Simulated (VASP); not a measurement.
Runs of VASP 6.6.1 on HfN. The structure is that of space group P6_3/mmc (No. 194), or close to it. The cells are those of the table. 

| cell | gap on the mesh (eV) | pressure (GPa) |
| --- | --- | --- |
| a = 3.155, b = 3.155, c = 5.453 Å, angles 90.0, 90.0, 120.0°, 4 atoms | none | -1.3 |
| a = 3.195, b = 3.195, c = 5.523 Å, angles 90.0, 90.0, 120.0°, 4 atoms | none | (a) |
| a = 3.134, b = 3.134, c = 5.417 Å, angles 90.0, 90.0, 120.0°, 4 atoms | none | 4.1 |
| a = 3.092, b = 3.092, c = 5.344 Å, angles 90.0, 90.0, 120.0°, 4 atoms | none | 16.6 |

Alike in all rows: task single point; level PBE; potentials or basis VASP PAW PBE potentials, release 64 (Hf_pv, N); no spin polarisation; k mesh 8 × 8 × 4; cutoff (eV) 520; smearing fermi-dirac 0.05 eV.

**Question.** Fill in the values left out.

**Answer.** (a) -10.5.

Caveats: spin-orbit coupling is left out, which moves the levels of the heavy elements.

A k mesh can miss the band edges, and the runs leave out spin-orbit coupling on Hf.

A gap of «none» marks levels without a gap at the run's occupations.
